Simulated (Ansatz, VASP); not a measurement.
## Si2Ni: VASP beside Ansatz

INCAR

```
SYSTEM = Si2Ni
PREC = Accurate
ENCUT = 600
EDIFF = 1E-6
ISMEAR = -1
SIGMA = 0.05
LREAL = .False.
LASPH = .True.
NELM = 60
ALGO = Normal
ISIF = 3
LWAVE = .False.
LCHARG = .False.
GGA = PE
IBRION = 2
NSW = 60
EDIFFG = -0.005
```

The input KPOINTS:

```
regular mesh
0
Gamma
  10 10 10
  0 0 0
```

The input POSCAR:

```
Si2Ni
1.0
    0.0000000000      2.6586821493      2.6586821493
    2.6586821493      0.0000000000      2.6586821493
    2.6586821493      2.6586821493      0.0000000000
Ni Si
1 2
Direct
    0.0000000000      0.0000000000      0.0000000000
    0.2500000000      0.2500000000      0.2500000000
    0.7500000000      0.7500000000      0.7500000000
```

Input for Ansatz:

```yaml
crystal:
  lattice:
    - [0.0, 2.6586821493, 2.6586821493]
    - [2.6586821493, 0.0, 2.6586821493]
    - [2.6586821493, 2.6586821493, 0.0]
  atoms:
    - { symbol: Ni, position: [0.0, 0.0, 0.0] }
    - { symbol: Si, position: [0.25, 0.25, 0.25] }
    - { symbol: Si, position: [0.75, 0.75, 0.75] }
kpoints:
  mp_grid: { grid: [10, 10, 10] }
scf:
  occupations: { method: fermi_dirac, width: 0.05 }
hamiltonian:
  xc: pbe
  pseudopotentials: { kind: paw }
output:
  forces: true
  stress: true
relax:
  f_tol: 0.005
  max_steps: 40
  cell: {}
```

Alike in both runs: task relaxation of cell and atoms; functional PBE; k mesh 10 × 10 × 10; occupations fermi-dirac, width 0.05 eV; no spin polarisation.

|  | VASP | Ansatz |
| --- | --- | --- |
| version | VASP 6.6.1 | Ansatz 0.2.0 |
| potentials or method | VASP PAW PBE potentials, release 64 (Ni, Si) | PAW with Ansatz's default frozen-core files, scalar-relativistic |
| plane-wave cutoff (eV) | 600 | 420 |
| valence electrons in the cell | 18 | 26 |

```tsv
	VASP	Ansatz	Ansatz less VASP
relaxed volume (Å³/atom)	13.44	13.45	+0.002
relaxed cell length with the largest relative difference (Å)	3.849	3.850	+0.0002
```

VASP's potentials hold 18 valence electrons a cell and Ansatz's 26, so a difference there can come from the potentials and not from the codes.
